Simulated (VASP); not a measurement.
Here is a VASP 6.6.1 calculation.

INCAR

```
PREC = Accurate
ENCUT = 520
EDIFF = 1E-8
ISMEAR = 0
SIGMA = 0.01
LREAL = F
LASPH = T
NELM = 100
ALGO = Normal
ISIF = 2
LWAVE = F
LCHARG = T
GGA = CA
IBRION = 8
NSW = 1
```

File KPOINTS:

```
regular mesh
0
Gamma
  10 10 10
```

File POSCAR:

```
LiF
1.0
    0.0000000000      1.9544626758      1.9544626758
    1.9544626758      0.0000000000      1.9544626758
    1.9544626758      1.9544626758      0.0000000000
Li F
1 1
Direct
    0.0000000000      0.0000000000      0.0000000000
    0.5000000000      0.5000000000      0.5000000000
```

Potentials or basis: VASP PAW LDA potentials, release 64 (Li_sv, F).

Command:

```bash
$ cat potpaw_LDA.64/Li_sv/POTCAR potpaw_LDA.64/F/POTCAR > POTCAR
$ mpirun -np 1 vasp_std > vasp.out
```

Q: What does it give for the highest phonon frequency at Γ, LO-TO splitting left out?

A: 344 cm⁻¹.

Phonon frequencies in cm⁻¹ (negative: imaginary):
```csv
q point,frequencies
"(0.000, 0.000, 0.000)",0 0 0 344 344 344
```
